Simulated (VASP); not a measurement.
# W (Fm-3m) in VASP: further runs

The runs below take W through single point, relaxation of cell and atoms, with PBEsol.

All numbers are computed with VASP 6.6.1; they aren't measurements. Logs are shortened: lines on timing, memory, paths and dates and some standing lists are left out, and cuts for length are marked.

## (1) The cell of the first run

It takes space group Fm-3m (No. 225, cubic). Conventional cell: a = 3.999 Å, b = 3.999 Å, c = 3.999 Å, α = 90.00°, β = 90.00°, γ = 90.00°. Within 3.7 Å of W (site symmetry m-3m) lie 12 W at 2.83 Å.

## (2) Single point, PBEsol

INCAR

```
ALGO = Normal
EDIFF = 1E-6
ENCUT = 520
GGA = PS
ISIF = 2
ISMEAR = -1
LASPH = T
LCHARG = F
LREAL = F
LWAVE = F
NBANDS = 13
NELM = 100
PREC = Accurate
SIGMA = 0.1
```

KPOINTS

```
k-points
0
Gamma
  17 17 17
```

POSCAR

```
W
1.0
    0.0000000000      1.9995790643      1.9995790643
    1.9995790643      0.0000000000      1.9995790643
    1.9995790643      1.9995790643      0.0000000000
W
1
Direct
    0.0000000000      0.0000000000      0.0000000000
```

Potentials or basis: VASP PAW PBE potentials, release 64 (W_sv).

Started as:

```console
cat potpaw_PBE.64/W_sv/POTCAR > POTCAR
mpirun -np 1 vasp_std > vasp.out
```

OUTCAR:

```text
EDIFF = 1E-6
   ENCUT = 520
   GGA = PS
   ISIF = 2
   ISMEAR = -1
   LASPH = T
   LREAL = F
   NELM = 100
   PREC = Accurate

 ion  position               nearest neighbor table
   1  0.000  0.000  0.000-

  LATTYP: Found a face centered cubic cell.
 ALAT       =     3.9991581286

  Lattice vectors:

 A1 = (   0.0000000000,   1.9995790643,   1.9995790643)
 A2 = (   1.9995790643,   0.0000000000,   1.9995790643)
 A3 = (   1.9995790643,   1.9995790643,   0.0000000000)

Analysis of symmetry for initial positions (statically):
=====================================================================
 Subroutine PRICEL returns:
 Original cell was already a primitive cell.

 Routine SETGRP: Setting up the symmetry group for a
 face centered cubic supercell.

 Subroutine GETGRP returns: Found 48 space group operations
 (whereof 48 operations were pure point group operations)
 out of a pool of 48 trial point group operations.

The static configuration has the point symmetry O_h .

Analysis of symmetry for dynamics (positions and initial velocities):
=====================================================================
 Subroutine PRICEL returns:
 Original cell was already a primitive cell.

 Routine SETGRP: Setting up the symmetry group for a
 face centered cubic supercell.

 Subroutine GETGRP returns: Found 48 space group operations
 (whereof 48 operations were pure point group operations)
 out of a pool of 48 trial point group operations.

The dynamic configuration has the point symmetry O_h .

 Subroutine INISYM returns: Found 48 space group operations
 (whereof 48 operations are pure point group operations),
 and found     1 'primitive' translations

----------------------------------------------------------------------------------------

                                     Primitive cell

  volume of cell :      15.9899

  direct lattice vectors                    reciprocal lattice vectors
     0.000000000  1.999579064  1.999579064    -0.250052628  0.250052628  0.250052628
     1.999579064  0.000000000  1.999579064     0.250052628 -0.250052628  0.250052628
     1.999579064  1.999579064  0.000000000     0.250052628  0.250052628 -0.250052628

  length of vectors
     2.827831832  2.827831832  2.827831832     0.433103856  0.433103856  0.433103856

  position of ions in fractional coordinates (direct lattice)
     0.000000000  0.000000000  0.000000000

  ion indices of the primitive-cell ions
   primitive index   ion index
                 1           1

[... 82 lines left out ...]
   NELECT =      14.0000    total number of electrons
   NUPDOWN=      -1.0000    fix difference up-down
   EMIN   =  10.00;   EMAX   =-10.00  energy-range for DOS
   EFERMI =   0.00;   METHOD = LEGACY
   ISMEAR =    -1;   SIGMA  =   0.10  broadening in eV -4-tet -1-fermi 0-gaus
   EFERMI_NEDOS =   21; number of points for ismear=-14 and -15
   IALGO  =     38    algorithm
   IMIX   =      4    mixing-type and parameters
     AMIX     =   0.40;   BMIX     =  1.00
     AMIX_MAG =   1.60;   BMIX_MAG =  1.00
  volume/ion in A,a.u.               =      15.99       107.91
  Fermi-wavevector in a.u.,A,eV,Ry     =   1.566158  2.959610 33.373066  2.452851
  Thomas-Fermi vector in A             =   2.668528
   LORBIT       =      0    0 simple, 1 ext, 2 COOP (PROOUT), +10 PAW based schemes
   GGA     = PS    functional components
   LHFCALC =     F    Hartree Fock is set to
   AEXX    =    0.0000 exact exchange contribution
   IVDW    =     0    specifies the selected vdW correction
   LEPSILON=     F    determine dielectric tensor
   LRPA    =     F    only Hartree local field effects (RPA)
 non-spin polarized calculation
  energy-cutoff  :      520.00
  volume of cell :       15.99
 maximum number of plane-waves:       444
 NGX is ok and might be reduce to    24
   NGX = 11   NGY = 11   NGZ = 11

 number of electron      14.0000000 magnetization

 Free energy of the ion-electron system (eV)
  ---------------------------------------------------
  ext. energy  EPLUGINS =         0.00000000
  ---------------------------------------------------
  free energy    TOTEN  =       -13.32795324 eV

  energy without entropy =      -13.28699150  energy(sigma->0) =      -13.30747237

 E-fermi :  10.6831     XC(G=0): -13.7019

 val. band max:       10.6816403280   @ k =  -0.1765   0.0588   0.0000
 cond. band min:      10.6996547320   @ k =   0.2353   0.0588   0.0000
 fundamental gap:      0.0180144040
 Fermi energy:        10.6830579415

 k-point     1 :       0.0000    0.0000    0.0000
  band No.  band energies     occupation
      1     -62.9017      2.00000
      2     -26.4934      2.00000
      3     -26.4934      2.00000
      4     -26.4934      2.00000
      5       1.5362      2.00000
      6      10.0839      1.99501
      7      10.0839      1.99501
      8      10.0839      1.99501
      9      13.3186      0.00000
     10      13.3186      0.00000
     11      23.5379      0.00000
     12      28.8469      0.00000
     13      28.8469      0.00000
[... 354 lines left out ...]
  band No.  band energies     occupation
      1     -62.8777      2.00000
      2     -26.7462      2.00000
      3     -26.5581      2.00000
      4     -26.5144      2.00000
      5       2.4848      2.00000
      6       9.4099      1.99999
      7      10.4878      1.75146
      8      10.4961      1.73288
      9      12.6831      0.00000
     10      13.3557      0.00000
     11      25.2721      0.00000
     12      26.5871      0.00000
     13      29.8167      0.00000

 [... further k-points ...]

------------------------ aborting loop because EDIFF is reached ----------------------------------------

  FORCE on cell =-STRESS in cart. coord.  units (eV):
  Direction    XX          YY          ZZ          XY          YZ          ZX
  --------------------------------------------------------------------------------------
  -------------------------------------------------------------------------------------
  Total        0.0666282      0.0666282      0.0666282     -0.0000000      0.0000000      0.0000000
  in kB        6.6760976      6.6760976      6.6760976     -0.0000000      0.0000000      0.0000000
  external PRESSURE =       6.6760976 kB  Pullay stress =       0.0000000 kB

 VOLUME and BASIS-vectors are now :
 -----------------------------------------------------------------------------
  energy-cutoff  :      520.00
  volume of cell :       15.99
      direct lattice vectors                 reciprocal lattice vectors
     0.000000000  1.999579064  1.999579064    -0.250052628  0.250052628  0.250052628
     1.999579064  0.000000000  1.999579064     0.250052628 -0.250052628  0.250052628
     1.999579064  1.999579064  0.000000000     0.250052628  0.250052628 -0.250052628

 POSITION                                       TOTAL-FORCE (eV/Angst)
 -----------------------------------------------------------------------------------
      0.00000      0.00000      0.00000         0.000000      0.000000      0.000000
 -----------------------------------------------------------------------------------
    total drift:                               -0.000000     -0.000000     -0.000000

  FREE ENERGIE OF THE ION-ELECTRON SYSTEM (eV)
  ---------------------------------------------------
  free  energy   TOTEN  =       -13.3279532377 eV

  energy  without entropy=      -13.2869915030  energy(sigma->0) =      -13.30747237
```

Run time: 9.1 s. Hardware: 1 thread of Intel Xeon 6975P-C (Granite Rapids), shared host; peak memory 0.16 GiB.

Results:

| Item | Value |
| --- | --- |
| Free energy | -13.3280 eV |
| Pressure | 0.7 GPa |
| Band gap on the k mesh | zero (band 7 reaches 13.72 eV, above the bottom of band 8 at 10.08 eV) |

Caveat: the PAW data sets were made with another functional, which shifts forces and pressure a little; spin-orbit coupling is left out, which moves the levels of the heavy elements.

## (3) Relaxation of cell and atoms, PBEsol

This run uses another cell than the first one, of 16.73 Å³/atom, 1.046 times its volume.

INCAR

```
SYSTEM = W
  ALGO = Normal
  EDIFF = 1E-7
  EDIFFG = -0.01
  ENCUT = 600
  GGA = PS
  IBRION = 2
  ISIF = 3
  ISMEAR = -1
  LASPH = .TRUE.
  LCHARG = .FALSE.
  LREAL = .FALSE.
  LWAVE = .FALSE.
  NELM = 100
  NSW = 60
  PREC = Accurate
  SIGMA = 0.1
```

KPOINTS

```
k-points
0
G
  17 17 17
  0 0 0
```

POSCAR

```
W
1.0
    0.0000000000      2.0300000000      2.0300000000
    2.0300000000      0.0000000000      2.0300000000
    2.0300000000      2.0300000000      0.0000000000
W
1
Direct
    0.0000000000      0.0000000000      0.0000000000
```

Potentials or basis: VASP PAW PBE potentials, release 64 (W_sv).

Started as:

```console
cat potpaw_PBE.64/W_sv/POTCAR > POTCAR
mpirun -np 1 vasp_std > vasp.out
```

OUTCAR:

```text
SYSTEM = W
   EDIFF = 1E-7
   EDIFFG = -0.01
   ENCUT = 600
   GGA = PS
   IBRION = 2
   ISIF = 3
   ISMEAR = -1
   LASPH = .TRUE.
   LREAL = .FALSE.
   NELM = 100
   NSW = 60
   PREC = Accurate

 ion  position               nearest neighbor table
   1  0.000  0.000  0.000-

  LATTYP: Found a face centered cubic cell.
 ALAT       =     4.0600000000

  Lattice vectors:

 A1 = (   0.0000000000,   2.0300000000,   2.0300000000)
 A2 = (   2.0300000000,   0.0000000000,   2.0300000000)
 A3 = (   2.0300000000,   2.0300000000,   0.0000000000)

Analysis of symmetry for initial positions (statically):
=====================================================================
 Subroutine PRICEL returns:
 Original cell was already a primitive cell.
[... 389 lines left out ...]

 val. band max:       10.6496842864   @ k =  -0.1765   0.0588   0.0000
 cond. band min:      10.6674814834   @ k =   0.2353   0.0588   0.0000
 fundamental gap:      0.0177971970
 Fermi energy:        10.6497656963

 k-point     1 :       0.0000    0.0000    0.0000
  band No.  band energies     occupation
      1     -62.9396      2.00000
      2     -26.5346      2.00000
      3     -26.5346      2.00000
      4     -26.5346      2.00000
      5       1.5155      2.00000
      6      10.0535      1.99487
      7      10.0535      1.99487
      8      10.0535      1.99487
      9      13.2773      0.00000
     10      13.2773      0.00000
     11      23.5020      0.00000
[... 309 lines left out ...]
 k-point    24 :      -0.1176    0.0588    0.0000
  band No.  band energies     occupation
      1     -62.9158      2.00000
      2     -26.7853      2.00000
      3     -26.5987      2.00000
      4     -26.5554      2.00000
      5       2.4615      2.00000
      6       9.3818      1.99999
      7      10.4564      1.74739
      8      10.4644      1.72908
      9      12.6446      0.00000
     10      13.3146      0.00000
     11      25.2312      0.00000

 [... further k-points ...]
[... 5 lines left out ...]
  --------------------------------------------------------------------------------------
  -------------------------------------------------------------------------------------
  Total        0.0003147      0.0003147      0.0003147      0.0000000      0.0000000      0.0000000
  in kB        0.0314530      0.0314530      0.0314530      0.0000000      0.0000000      0.0000000
  external PRESSURE =       0.0314530 kB  Pullay stress =       0.0000000 kB
[... 16 lines left out ...]
  FREE ENERGIE OF THE ION-ELECTRON SYSTEM (eV)
  ---------------------------------------------------
  free  energy   TOTEN  =       -13.3281825549 eV

  energy  without entropy=      -13.2871154750  energy(sigma->0) =      -13.30764901

 reached required accuracy - stopping structural energy minimisation
```

OSZICAR:

```text
N       E                     dE             d eps       ncg     rms          rms(c)
DAV:   1     0.823256597566E+02    0.82326E+02   -0.85551E+03  3638   0.159E+03
DAV:   2    -0.123240076706E+02   -0.94650E+02   -0.91939E+02  3926   0.354E+02
[... 55 lines left out ...]
   6 F= -.13328161E+02 E0= -.13307601E+02  d E =0.183516E-04
       N       E                     dE             d eps       ncg     rms          rms(c)
DAV:   1    -0.133283769838E+02   -0.21571E-03   -0.45852E-03  3744   0.107E+00    0.178E-01
DAV:   2    -0.133282075535E+02    0.16943E-03   -0.25409E-04  3750   0.218E-01    0.397E-02
DAV:   3    -0.133281813280E+02    0.26226E-04   -0.73724E-05  3810   0.114E-01    0.304E-02
DAV:   4    -0.133281826280E+02   -0.13000E-05   -0.18763E-06  3738   0.187E-02    0.371E-03
DAV:   5    -0.133281825549E+02    0.73123E-07   -0.12177E-07  2406   0.463E-03
   7 F= -.13328183E+02 E0= -.13307649E+02  d E =-.293012E-05
```

Wall time 38 s (1 thread of Intel Xeon 6975P-C (Granite Rapids), shared host); peak memory 0.18 GiB.

What came out:

```
Free energy                            : -13.3282 eV
Relaxed volume                         : 16.03 Å³/atom
Relaxed cell                           : a = 2.830 Å, b = 2.830 Å, c = 2.830 Å, α = 60.00°, β = 60.00°, γ = 60.00°
Space group after relaxing (to 0.05 Å) : Fm-3m (No. 225)
Energy gained by relaxing              : 26.9 meV/atom
Ionic steps                            : 7
Pressure after relaxing                : 0.0 GPa
Band gap on the k mesh                 : zero (band 7 reaches 13.67 eV, above the bottom of band 8 at 10.05 eV)
```

Step by step:
```tsv
step	energy change (eV)	largest force (eV/Å)	pressure (GPa)	volume (Å³)
1	0.0000	0.0000	-11.83	16.73
2	0.3043	0.0000	56.43	13.91
3	-0.0268	0.0000	-0.78	16.07
4	-0.0269	0.0000	-0.12	16.03
5	-0.0269	0.0000	0.13	16.02
6	-0.0269	0.0000	-0.34	16.05
7	-0.0269	0.0000	0.00	16.03
```

Final structure:
```cif
data_structure
_symmetry_space_group_name_H-M 'P 1'
_symmetry_Int_Tables_number 1
_cell_length_a 2.8301
_cell_length_b 2.8301
_cell_length_c 2.8301
_cell_angle_alpha 60.000
_cell_angle_beta 60.000
_cell_angle_gamma 60.000
_cell_volume 16.03
loop_
_atom_site_label
_atom_site_type_symbol
_atom_site_fract_x
_atom_site_fract_y
_atom_site_fract_z
_atom_site_occupancy
W1 W 0.00000 0.00000 0.00000 1
```

Levels at points of the mesh, in eV from the Fermi level:
| k point | band 3 | band 4 | band 5 | band 6 | band 7 | band 8 | band 9 | band 10 | band 11 |
| --- | --- | --- | --- | --- | --- | --- | --- | --- | --- |
| (0.00, 0.00, 0.00) | -37.18 | -37.18 | -9.13 | -0.60 | -0.60 | -0.60 | 2.63 | 2.63 | 12.85 |

Caveat: the PAW data sets were made with another functional, which shifts forces and pressure a little; spin-orbit coupling is left out, which moves the levels of the heavy elements.
